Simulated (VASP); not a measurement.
# AlB2As3 (P3m1) in VASP: further runs, part 2 of 2

VASP 6.6.1. Earlier steps stand in the parts before.

## 4. Relaxation of cell and atoms, PBE

This run uses another cell than the first one, of 17.11 Å³/atom.

INCAR reads:

```
  PREC = Accurate
  ENCUT = 600
  EDIFF = 1E-6
  ISMEAR = 0
  SIGMA = 0.1
  LREAL = F
  LASPH = T
  NELM = 80
  ALGO = Normal
  ISIF = 3
  LWAVE = F
  LCHARG = F
  GGA = PE
  IBRION = 2
  NSW = 90
  EDIFFG = -0.04
```

KPOINTS reads:

```
Automatic mesh
0
Gamma
  6 6 1
```

POSCAR reads:

```
AlB2As3
1.0
    3.6364835000      0.0000000000      0.0000000000
   -1.8182417500      3.1492870900      0.0000000000
    0.0000000000      0.0000000000     17.9293284500
Al B As
2 4 6
Direct
    0.3333333300      0.6666666700      0.0002276700
    0.3333333300      0.6666666700      0.3335610000
    0.3333333300      0.6666666700      0.6668943300
    0.6666666700      0.3333333300      0.1668943300
    0.6666666700      0.3333333300      0.5002276700
    0.6666666700      0.3333333300      0.8335610000
    0.3333333300      0.6666666700      0.1251056700
    0.3333333300      0.6666666700      0.4584390000
    0.3333333300      0.6666666700      0.7917723400
    0.6666666700      0.3333333300      0.2917723400
    0.6666666700      0.3333333300      0.6251056700
    0.6666666700      0.3333333300      0.9584390000
```

Command:

```bash
> cat potpaw_PBE.64/Al/POTCAR potpaw_PBE.64/B/POTCAR potpaw_PBE.64/As/POTCAR > POTCAR
> mpirun -np 1 vasp_std > vasp.out
```

Wall time 10 min (1 thread of Intel Xeon Platinum 8488C (Sapphire Rapids), shared host); peak memory 0.4 GiB.

The run converged. Its results:

```
Free energy                           : -61.7223 eV
Relaxed volume                        : 16.92 Å³/atom
Relaxed cell                          : a = 3.582 Å, b = 3.582 Å, c = 18.275 Å, α = 90.00°, β = 90.00°, γ = 120.00°
Space group after relaxing (to 0.1 Å) : P3m1 (No. 156)
Energy gained by relaxing             : 168.3 meV/atom
Ionic steps                           : 16
Pressure after relaxing               : 0.0 GPa
Largest force after relaxing          : 0.028 eV/Å
Band gap on the k mesh                : 0.11 eV (least direct gap 0.23 eV)
```

Forces in eV/Å, atoms in the order of the input:
```
Al   0.000  0.000 -0.003
Al   0.000  0.000  0.006
B    0.000  0.000 -0.010
B    0.000  0.000 -0.001
B    0.000  0.000 -0.005
B    0.000  0.000 -0.028
As   0.000  0.000  0.001
As   0.000  0.000  0.016
As   0.000  0.000  0.016
As   0.000  0.000  0.005
As   0.000  0.000  0.011
As   0.000  0.000 -0.009
```

Step by step:
```tsv
step	energy change (eV)	largest force (eV/Å)	pressure (GPa)	volume (Å³)
1	0.0000	3.8069	2.97	205.33
2	-1.3040	1.3044	-3.50	214.89
3	-1.3042	1.2923	-3.44	214.75
4	-1.6326	1.0781	0.13	205.03
5	-1.6356	1.2012	0.55	204.07
6	-1.8360	0.5983	1.23	201.00
7	-1.8416	0.5991	1.42	200.38
8	-1.9368	0.6832	-0.49	203.73
9	-1.9464	0.7708	-1.24	205.19
10	-2.0053	0.4128	-0.03	203.13
11	-2.0065	0.4665	0.20	202.78
12	-2.0169	0.1838	0.03	203.06
13	-2.0176	0.1394	0.06	203.00
14	-2.0196	0.0627	-0.08	203.26
15	-2.0196	0.0497	-0.06	203.22
16	-2.0200	0.0278	0.03	203.05
```

Final structure:
```cif
data_structure
_symmetry_space_group_name_H-M 'P 1'
_symmetry_Int_Tables_number 1
_cell_length_a 3.5818
_cell_length_b 3.5818
_cell_length_c 18.2752
_cell_angle_alpha 90.000
_cell_angle_beta 90.000
_cell_angle_gamma 120.000
_cell_volume 203.05
loop_
_atom_site_label
_atom_site_type_symbol
_atom_site_fract_x
_atom_site_fract_y
_atom_site_fract_z
_atom_site_occupancy
Al1 Al 0.33333 0.66667 0.99516 1
Al2 Al 0.33333 0.66667 0.34239 1
B1 B 0.33333 0.66667 0.66834 1
B2 B 0.66667 0.33333 0.16776 1
B3 B 0.66667 0.33333 0.51571 1
B4 B 0.66667 0.33333 0.82055 1
As1 As 0.33333 0.66667 0.13122 1
As2 As 0.33333 0.66667 0.47858 1
As3 As 0.33333 0.66667 0.78375 1
As4 As 0.66667 0.33333 0.28231 1
As5 As 0.66667 0.33333 0.63120 1
As6 As 0.66667 0.33333 0.93502 1
```

Levels at points of the mesh, in eV from the valence-band top:
```
           k point  band 22  band 23  band 24  band 25  band 26  band 27
(0.00, 0.00, 0.00)    -0.18     0.00     0.00     0.23     0.72     0.95
(0.50, 0.00, 0.00)    -3.07    -1.84    -1.61     0.22     0.28     0.49
```

Caveat: an odd mesh through Γ misses points on the zone boundary, where band edges can lie.

## 5. Single point, PBE

INCAR reads:

```
SYSTEM = AlB2As3
PREC = Accurate ; ENCUT = 520
EDIFF = 1E-6 ; ISMEAR = 0
SIGMA = 0.01 ; LREAL = .FALSE.
LASPH = .TRUE. ; NELM = 80
ALGO = Normal ; ISIF = 2
LWAVE = .FALSE. ; LCHARG = .FALSE.
GGA = PE ; NBANDS = 36
```

KPOINTS reads:

```
Automatic mesh
0
G
  12 12 2
  0 0 0
```

POSCAR reads:

```
AlB2As3
1.0
    3.5785665151      0.0000000000      0.0000000000
   -1.7892832575      3.0991295112      0.0000000000
    0.0000000000      0.0000000000     18.2544939517
Al B As
2 4 6
Direct
    0.3333333333      0.6666666667      0.9948261061
    0.3333333333      0.6666666667      0.3422652234
    0.3333333333      0.6666666667      0.6684437339
    0.6666666667      0.3333333333      0.1678241947
    0.6666666667      0.3333333333      0.5157376500
    0.6666666667      0.3333333333      0.8205769533
    0.3333333333      0.6666666667      0.1311486643
    0.3333333333      0.6666666667      0.4785755431
    0.3333333333      0.6666666667      0.7839218953
    0.6666666667      0.3333333333      0.2823450496
    0.6666666667      0.3333333333      0.6313264381
    0.6666666667      0.3333333333      0.9350085683
```

Potentials or basis: VASP PAW PBE potentials, release 64 (Al, B, As).

Command:

```bash
> cat potpaw_PBE.64/Al/POTCAR potpaw_PBE.64/B/POTCAR potpaw_PBE.64/As/POTCAR > POTCAR
> mpirun -np 1 vasp_std > vasp.out
```

OUTCAR:

```text
SYSTEM = AlB2As3
   PREC = Accurate
   ENCUT = 520
   EDIFF = 1E-6
   ISMEAR = 0
   LREAL = .FALSE.
   LASPH = .TRUE.
   NELM = 80
   ISIF = 2
   GGA = PE

 ion  position               nearest neighbor table
   1  0.333  0.667  0.995-  12 2.34  12 2.34  12 2.34   7 2.49
   2  0.333  0.667  0.342-  10 2.34  10 2.34  10 2.34   8 2.49
   3  0.333  0.667  0.668-   9 2.11  11 2.17  11 2.17  11 2.17
   4  0.667  0.333  0.168-  10 2.09   7 2.17   7 2.17   7 2.17
   5  0.667  0.333  0.516-  11 2.11   8 2.17   8 2.17   8 2.17
   6  0.667  0.333  0.821-  12 2.09   9 2.17   9 2.17   9 2.17
   7  0.333  0.667  0.131-   4 2.17   4 2.17   4 2.17   1 2.49
   8  0.333  0.667  0.479-   5 2.17   5 2.17   5 2.17   2 2.49
   9  0.333  0.667  0.784-   3 2.11   6 2.17   6 2.17   6 2.17
  10  0.667  0.333  0.282-   4 2.09   2 2.34   2 2.34   2 2.34
  11  0.667  0.333  0.631-   5 2.11   3 2.17   3 2.17   3 2.17
  12  0.667  0.333  0.935-   6 2.09   1 2.34   1 2.34   1 2.34

  LATTYP: Found a hexagonal cell.
 ALAT       =     3.5785665151
 C/A-ratio  =     5.1010631980

  Lattice vectors:

 A1 = (   3.5785665151,   0.0000000000,   0.0000000000)
 A2 = (  -1.7892832575,   3.0991295112,   0.0000000000)
 A3 = (   0.0000000000,   0.0000000000,  18.2544939517)

Analysis of symmetry for initial positions (statically):
=====================================================================
 Subroutine PRICEL returns:
 Original cell was already a primitive cell.

 Routine SETGRP: Setting up the symmetry group for a
 hexagonal supercell.

 Subroutine GETGRP returns: Found  6 space group operations
 (whereof  6 operations were pure point group operations)
 out of a pool of 24 trial point group operations.

The static configuration has the point symmetry C_3v.

Analysis of symmetry for dynamics (positions and initial velocities):
=====================================================================
 Subroutine PRICEL returns:
[... 159 lines left out ...]
   LRPA    =     F    only Hartree local field effects (RPA)
 non-spin polarized calculation
 Gauss-broadening in eV      SIGMA  =   0.01
  energy-cutoff  :      520.00
  volume of cell :      202.45
 maximum number of plane-waves:      5503
 NGX is ok and might be reduce to    28
   NGX = 13   NGY = 13   NGZ = 67

 number of electron      48.0000001 magnetization

 Free energy of the ion-electron system (eV)
  ---------------------------------------------------
  ext. energy  EPLUGINS =         0.00000000
  ---------------------------------------------------
  free energy    TOTEN  =       -61.80429603 eV

  energy without entropy =      -61.80429436  energy(sigma->0) =      -61.80429520

 E-fermi :   6.0291     XC(G=0):  -9.8856

 val. band max:        6.0093362850   @ k =   0.0000   0.0000   0.0000
 cond. band min:       6.0512169656   @ k =   0.4167   0.0000   0.0000
 fundamental gap:      0.0418806805
 Fermi energy:         6.0290805115

 k-point     1 :       0.0000    0.0000    0.0000
  band No.  band energies     occupation
      1      -9.1289      2.00000
      2      -8.5446      2.00000
      3      -8.4719      2.00000
      4      -7.4997      2.00000
      5      -7.0411      2.00000
      6      -6.5162      2.00000
[... 925 lines left out ...]
     35       9.6996      0.00000
     36      10.1038      0.00000

 [... further k-points ...]

------------------------ aborting loop because EDIFF is reached ----------------------------------------

  FORCE on cell =-STRESS in cart. coord.  units (eV):
  Direction    XX          YY          ZZ          XY          YZ          ZX
  --------------------------------------------------------------------------------------
  -------------------------------------------------------------------------------------
  Total        0.4086136      0.4086136      0.4971122      0.0000000      0.0000000      0.0000000
  in kB        3.2337373      3.2337373      3.9341087      0.0000000      0.0000000      0.0000000
  external PRESSURE =       3.4671945 kB  Pullay stress =       0.0000000 kB

 VOLUME and BASIS-vectors are now :
 -----------------------------------------------------------------------------
  energy-cutoff  :      520.00
  volume of cell :      202.45
      direct lattice vectors                 reciprocal lattice vectors
     3.578566515  0.000000000  0.000000000     0.279441501  0.161335626  0.000000000
    -1.789283257  3.099129511  0.000000000     0.000000000  0.322671252  0.000000000
     0.000000000  0.000000000 18.254493952     0.000000000  0.000000000  0.054781031

 POSITION                                       TOTAL-FORCE (eV/Angst)
 -----------------------------------------------------------------------------------
     -0.00000      2.06609     18.16005         0.000000     -0.000000      0.024247
     -0.00000      2.06609      6.24788         0.000000     -0.000000      0.024947
     -0.00000      2.06609     12.20210        -0.000000      0.000000     -0.014335
      1.78928      1.03304      3.06355        -0.000000      0.000000     -0.025015
      1.78928      1.03304      9.41453        -0.000000     -0.000000     -0.016312
      1.78928      1.03304     14.97922        -0.000000      0.000000     -0.025480
     -0.00000      2.06609      2.39405         0.000000     -0.000000     -0.015176
     -0.00000      2.06609      8.73615        -0.000000     -0.000000     -0.012307
     -0.00000      2.06609     14.31010         0.000000     -0.000000      0.012486
      1.78928      1.03304      5.15407         0.000000     -0.000000      0.015186
      1.78928      1.03304     11.52454        -0.000000     -0.000000      0.015587
      1.78928      1.03304     17.06811        -0.000000      0.000000      0.016171
 -----------------------------------------------------------------------------------
    total drift:                               -0.000000      0.000000     -0.000313

  FREE ENERGIE OF THE ION-ELECTRON SYSTEM (eV)
  ---------------------------------------------------
  free  energy   TOTEN  =       -61.8042960299 eV

  energy  without entropy=      -61.8042943604  energy(sigma->0) =      -61.80429520
```

stdout:

```text
POSCAR found type information on POSCAR AlB As
 POSCAR found :  3 types and      12 ions
 scaLAPACK will be used
 LDA part: xc-table for (Slater+PW92), standard interpolation
 POSCAR, INCAR and KPOINTS ok, starting setup
 FFT: planning ... GRIDC
 FFT: planning ... GRID_SOFT
 FFT: planning ... GRID
 WAVECAR not read
 entering main loop
```

It took 3.5 min on 1 thread of Intel Xeon Platinum 8488C (Sapphire Rapids), shared host; peak memory 0.45 GiB.

Results:

* Free energy: -61.8043 eV
* Pressure: 0.3 GPa
* Largest force: 0.025 eV/Å
* Band gap on the k mesh: 0.04 eV (least direct gap 0.19 eV)

Forces on the atoms (eV/Å):
```
Al   0.000  0.000  0.024
Al   0.000  0.000  0.025
B    0.000  0.000 -0.014
B    0.000  0.000 -0.025
B    0.000  0.000 -0.016
B    0.000  0.000 -0.025
As   0.000  0.000 -0.015
As   0.000  0.000 -0.012
As   0.000  0.000  0.012
As   0.000  0.000  0.015
As   0.000  0.000  0.016
As   0.000  0.000  0.016
```

## 6. Overview

```csv
task,cell,k mesh,cutoff (eV),smearing,gap on the mesh (eV),pressure (GPa),largest force (eV/Å)
single point,"a = 3.579, b = 3.579, c = 18.255 Å, angles 90.0, 90.0, 120.0°, 12 atoms, atomic positions A",6 × 6 × 1,520,gaussian 0.1 eV,0.11,0.3,0.03
single point,"a = 3.636, b = 3.636, c = 17.929 Å, angles 90.0, 90.0, 120.0°, 12 atoms, atomic positions B",6 × 6 × 1,520,gaussian 0.1 eV,0.90,3.0,3.81
relaxation of cell and atoms,"relaxed from a = 3.636, b = 3.636, c = 17.929 Å, angles 90.0, 90.0, 120.0°, 12 atoms, atomic positions B",6 × 6 × 1,600,gaussian 0.1 eV,0.11,0.0,0.03
single point,"a = 3.579, b = 3.579, c = 18.254 Å, angles 90.0, 90.0, 120.0°, 12 atoms, atomic positions A",12 × 12 × 2,520,gaussian 0.01 eV,0.04,0.3,0.03
```

Alike in all rows: level PBE; potentials or basis VASP PAW PBE potentials, release 64 (Al, B, As); no spin polarisation.

Caveats: an odd mesh through Γ misses points on the zone boundary, where band edges can lie (at least some runs); forces of over 1 eV/Å act on the atoms, so gaps and moduli don't describe the material at rest (at least some runs).

Absolute energies hang on the potentials; compare differences alone.
